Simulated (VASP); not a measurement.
Write the native input for VASP 6.6.1 that does the following.

```yaml
Task: single point
Functional: LDA
Potentials_or_basis: VASP PAW LDA potentials, release 64 (Pt)
Cutoff: 520 eV
k_mesh: 14 × 14 × 7
Occupations: methfessel-paxton, width 0.1 eV
Spin: no spin polarisation
Dipole_correction: no
Further_INCAR_settings: ALGO = Normal; EDIFF = 1e-06; NBANDS = 17
```

The structure of Pt lies in POSCAR:

```
Pt
1.0
    2.7606660000      0.0000000000      0.0000000000
   -1.3803330000      2.3908070000      0.0000000000
    0.0000000000      0.0000000000      4.7921340000
Pt
2
Direct
    0.6666666667      0.3333333333      0.7500000000
    0.3333333333      0.6666666667      0.2500000000
```

The input as run:

INCAR

```
SYSTEM = Pt
  PREC = Accurate
  ENCUT = 520
  EDIFF = 1E-6
  ISMEAR = 1
  SIGMA = 0.1
  LREAL = .False.
  LASPH = .True.
  NELM = 80
  ALGO = Normal
  ISIF = 2
  LWAVE = .False.
  LCHARG = .True.
  LELF = .True.
  LVHAR = .True.
  NBANDS = 17
```

KPOINTS

```
regular mesh
0
Gamma
  14 14 7
  0 0 0
```

Potentials or basis: VASP PAW LDA potentials, release 64 (Pt).

Command:

```sh
$ cat potpaw_LDA.64/Pt/POTCAR > POTCAR
$ mpirun -np 1 vasp_std > vasp.out
```

It gave:

```
Pressure               : -15.5 GPa
Band gap on the k mesh : zero (band 10 reaches 10.70 eV, above the bottom of band 11 at 9.48 eV)
```

Caveat: spin-orbit coupling is left out, which moves the levels of the heavy elements.

It took 56 s on 1 thread of Intel Xeon 6975P-C, on a shared host, peak memory 0.17 GiB.
